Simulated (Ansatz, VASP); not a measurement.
Two plane-wave programs on Cd

```xyz
2
Lattice="2.9441 0.0000 0.0000 -1.4720 2.5496 0.0000 0.0000 0.0000 5.6116" Properties=species:S:1:pos:R:3 pbc="T T T"
Cd    0.0000    1.6998    1.4029
Cd    1.4720    0.8499    4.2087
```

Alike in both runs: functional PBEsol; k mesh 18 × 18 × 8; occupations gaussian, width 0.1 eV; no spin polarisation.

Ansatz relaxed the structure, and its values are those at the end. VASP's run is a single point on that final structure, the one shown.

|  | VASP | Ansatz |
| --- | --- | --- |
| version | VASP 6.6.1 | Ansatz 0.2.0 |
| potentials or method | VASP PAW PBE potentials, release 64 (Cd), cutoff 520 eV | scalar-relativistic, plane waves, PAW |
| valence electrons in the cell | 24 | 40 |

```tsv
	VASP	Ansatz	Ansatz less VASP
gap on the k mesh at the Fermi level (eV)	none	none	-
pressure (GPa)	0.4	0.0	-0.43
```

VASP's potentials were made for PBE, not for PBEsol. A gap of «none» marks a metal or a gap that the smearing closes. With one functional, cell and mesh, what is left measures potentials, basis and numerics. VASP's potentials hold 24 valence electrons a cell and Ansatz's 40, so a difference there can come from the potentials and not from the codes.
